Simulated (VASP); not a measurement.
# RbOs (Fd-3m) in VASP: notebook, part 2 of 2

VASP 6.6.1. Earlier steps stand in the parts before.

## Step 3: Single point, PBE

This run uses another cell than the first one, of 22.94 Å³/atom.

File INCAR:

```
PREC = Accurate ; ENCUT = 520
EDIFF = 1E-6 ; ISMEAR = 0
SIGMA = 0.1 ; LREAL = F
LASPH = T ; NELM = 80
ALGO = Fast ; ISIF = 2
LWAVE = F ; LCHARG = F
GGA = PE ; NBANDS = 25
```

File KPOINTS:

```
Automatic mesh
0
Gamma
  12 12 12
```

File POSCAR:

```
RbOs
1.0
    0.0000000000      3.5797356207      3.5797356207
    3.5797356207      0.0000000000      3.5797356207
    3.5797356207      3.5797356207      0.0000000000
Rb Os
2 2
Direct
    0.0000000000      0.0000000000      0.0000000000
    0.2500000000      0.2500000000      0.2500000000
    0.5000000000      0.5000000000      0.5000000000
    0.7500000000      0.7500000000      0.7500000000
```

Potentials or basis: VASP PAW PBE potentials, release 64 (Rb_sv, Os).

Launch:

```console
> cat potpaw_PBE.64/Rb_sv/POTCAR potpaw_PBE.64/Os/POTCAR > POTCAR
> mpirun -np 1 vasp_std > vasp.out
```

OUTCAR:

```text
PREC = Accurate
   ENCUT = 520
   EDIFF = 1E-6
   ISMEAR = 0
   LREAL = F
   LASPH = T
   NELM = 80
   ISIF = 2
   GGA = PE

 ion  position               nearest neighbor table
   1  0.000  0.000  0.000-   2 3.10   4 3.10   4 3.10   4 3.10   4 3.10   2 3.10   2 3.10   2 3.10
                             3 3.58   3 3.58   3 3.58   3 3.58   3 3.58   3 3.58
   2  0.250  0.250  0.250-   1 3.10   3 3.10   1 3.10   1 3.10   1 3.10   3 3.10   3 3.10   3 3.10
                             4 3.58   4 3.58   4 3.58   4 3.58   4 3.58   4 3.58
   3  0.500  0.500  0.500-   2 3.10   4 3.10   2 3.10   2 3.10   2 3.10   4 3.10   4 3.10   4 3.10
                             1 3.58   1 3.58   1 3.58   1 3.58   1 3.58   1 3.58
   4  0.750  0.750  0.750-   1 3.10   3 3.10   3 3.10   3 3.10   3 3.10   1 3.10   1 3.10   1 3.10
                             2 3.58   2 3.58   2 3.58   2 3.58   2 3.58   2 3.58

  LATTYP: Found a face centered cubic cell.
 ALAT       =     7.1594712414

  Lattice vectors:

 A1 = (   0.0000000000,   3.5797356207,   3.5797356207)
 A2 = (   3.5797356207,   0.0000000000,   3.5797356207)
 A3 = (   3.5797356207,   3.5797356207,   0.0000000000)

Analysis of symmetry for initial positions (statically):
=====================================================================
 Subroutine PRICEL returns:
 Original cell was already a primitive cell.

 Routine SETGRP: Setting up the symmetry group for a
 face centered cubic supercell.

 Subroutine GETGRP returns: Found 48 space group operations
 (whereof 24 operations were pure point group operations)
 out of a pool of 48 trial point group operations.

The static configuration has the point symmetry T_d .
 The point group associated with its full space group is O_h .

Analysis of symmetry for dynamics (positions and initial velocities):
=====================================================================
 Subroutine PRICEL returns:
 Original cell was already a primitive cell.

 Routine SETGRP: Setting up the symmetry group for a
[... 131 lines left out ...]
     AMIX_MAG =   1.60;   BMIX_MAG =  1.00
  volume/ion in A,a.u.               =      22.94       154.78
  Fermi-wavevector in a.u.,A,eV,Ry     =   1.175908  2.222145 18.813602  1.382761
  Thomas-Fermi vector in A             =   2.312281
   LORBIT       =      0    0 simple, 1 ext, 2 COOP (PROOUT), +10 PAW based schemes
   GGA     = PE    functional components
   LHFCALC =     F    Hartree Fock is set to
   AEXX    =    0.0000 exact exchange contribution
   IVDW    =     0    specifies the selected vdW correction
   LEPSILON=     F    determine dielectric tensor
   LRPA    =     F    only Hartree local field effects (RPA)
 non-spin polarized calculation
 RMM-DIIS sequential band-by-band and
 Gauss-broadening in eV      SIGMA  =   0.10
  energy-cutoff  :      520.00
  volume of cell :       91.75
 maximum number of plane-waves:      2497
 NGX is ok and might be reduce to    40
   NGX = 19   NGY = 19   NGZ = 19

 number of electron      34.0000000 magnetization

 Free energy of the ion-electron system (eV)
  ---------------------------------------------------
  ext. energy  EPLUGINS =         0.00000000
  ---------------------------------------------------
  free energy    TOTEN  =       -15.57624147 eV

  energy without entropy =      -15.53924434  energy(sigma->0) =      -15.55774291

 E-fermi :   3.8425     XC(G=0): -10.6837

 val. band max:        3.8309825623   @ k =   0.2500   0.1667   0.0000
 cond. band min:       3.8448772341   @ k =  -0.1667   0.1667   0.0000
 fundamental gap:      0.0138946718
 Fermi energy:         3.8424796360

 k-point     1 :       0.0000    0.0000    0.0000
  band No.  band energies     occupation
      1     -23.5769      2.00000
      2     -22.8368      2.00000
      3      -8.1046      2.00000
      4      -8.1046      2.00000
      5      -8.1046      2.00000
      6      -7.0531      2.00000
[... 661 lines left out ...]
     24       9.6318      0.00000
     25       9.9167      0.00000

 [... further k-points ...]

------------------------ aborting loop because EDIFF is reached ----------------------------------------

  FORCE on cell =-STRESS in cart. coord.  units (eV):
  Direction    XX          YY          ZZ          XY          YZ          ZX
  --------------------------------------------------------------------------------------
  -------------------------------------------------------------------------------------
  Total        0.1373945      0.1373945      0.1373945      0.0000000      0.0000000      0.0000000
  in kB        2.3993686      2.3993686      2.3993686      0.0000000      0.0000000      0.0000000
  external PRESSURE =       2.3993686 kB  Pullay stress =       0.0000000 kB

 VOLUME and BASIS-vectors are now :
 -----------------------------------------------------------------------------
  energy-cutoff  :      520.00
  volume of cell :       91.75
      direct lattice vectors                 reciprocal lattice vectors
     0.000000000  3.579735621  3.579735621    -0.139675119  0.139675119  0.139675119
     3.579735621  0.000000000  3.579735621     0.139675119 -0.139675119  0.139675119
     3.579735621  3.579735621  0.000000000     0.139675119  0.139675119 -0.139675119

 POSITION                                       TOTAL-FORCE (eV/Angst)
 -----------------------------------------------------------------------------------
      0.00000      0.00000      0.00000        -0.000000      0.000000     -0.000000
      1.78987      1.78987      1.78987         0.000000      0.000000     -0.000000
      3.57974      3.57974      3.57974        -0.000000      0.000000      0.000000
      5.36960      5.36960      5.36960         0.000000     -0.000000     -0.000000
 -----------------------------------------------------------------------------------
    total drift:                               -0.000000      0.000000      0.000000

  FREE ENERGIE OF THE ION-ELECTRON SYSTEM (eV)
  ---------------------------------------------------
  free  energy   TOTEN  =       -15.5762414677 eV

  energy  without entropy=      -15.5392443440  energy(sigma->0) =      -15.55774291
```

stdout:

```text
POSCAR found type information on POSCAR RbOs
 POSCAR found :  2 types and       4 ions
 scaLAPACK will be used
 LDA part: xc-table for (Slater+PW92), standard interpolation
 POSCAR, INCAR and KPOINTS ok, starting setup
 FFT: planning ... GRIDC
 FFT: planning ... GRID_SOFT
 FFT: planning ... GRID
 WAVECAR not read
 entering main loop
WARNING in EDDRMM: call to ZHEGV failed, returncode =   8  4     14
WARNING in EDDRMM: call to ZHEGV failed, returncode =   8  4     17
```

Run time: 1.9 min. Hardware: 1 thread of Intel Xeon 6975P-C (Granite Rapids), shared host; peak memory 0.33 GiB.

What came out:

* Free energy: -15.5762 eV
* Pressure: 0.2 GPa
* Band gap on the k mesh: zero (bands 17 and 18 overlap by 0.46 eV)

Levels at points of the mesh, in eV from the Fermi level:
```
           k point  band 13  band 14  band 15  band 16  band 17  band 18  band 19  band 20  band 21  band 22
(0.00, 0.00, 0.00)    -1.66    -1.66    -0.53    -0.53    -0.53     0.30     0.30     3.53     3.53     3.53
(0.50, 0.00, 0.00)    -1.53    -1.53    -0.78    -0.62    -0.62    -0.19    -0.19     0.20     2.47     2.47
(0.50, 0.50, 0.00)    -1.50    -1.50    -1.19    -1.19     0.12     0.12     0.70     0.70     2.90     2.90
```

Caveat: spin-orbit coupling is left out, which moves the levels of the heavy elements.
